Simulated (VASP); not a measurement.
Here is a VASP 6.6.1 calculation.

Contents of INCAR:

```
ALGO = Normal
EDIFF = 1E-6
ENCUT = 600
GGA_COMPAT = F
ISIF = 2
ISMEAR = 0
LASPH = T
LCHARG = F
LREAL = F
LWAVE = F
NBANDS = 11
NELM = 120
PREC = Accurate
SIGMA = 0.02
```

File KPOINTS:

```
k-points
0
Gamma
  8 8 8
```

File POSCAR:

```
MgS
1.0
    0.0000000000      2.5648455762      2.5648455762
    2.5648455762      0.0000000000      2.5648455762
    2.5648455762      2.5648455762      0.0000000000
Mg S
1 1
Direct
    0.0000000000      0.0000000000      0.0000000000
    0.5000000000      0.5000000000      0.5000000000
```

Potentials or basis: VASP PAW LDA potentials, release 64 (Mg, S).

Run with:

```sh
$ cat potpaw_LDA.64/Mg/POTCAR potpaw_LDA.64/S/POTCAR > POTCAR
$ mpirun -np 1 vasp_std > vasp.out
```

Question: Predict the pressure.

Answer: -0.6 GPa.

Question: What does it give for the band gap on the k mesh?

Answer: 2.65 eV (least direct gap 3.84 eV).

A k mesh can miss the band edges.
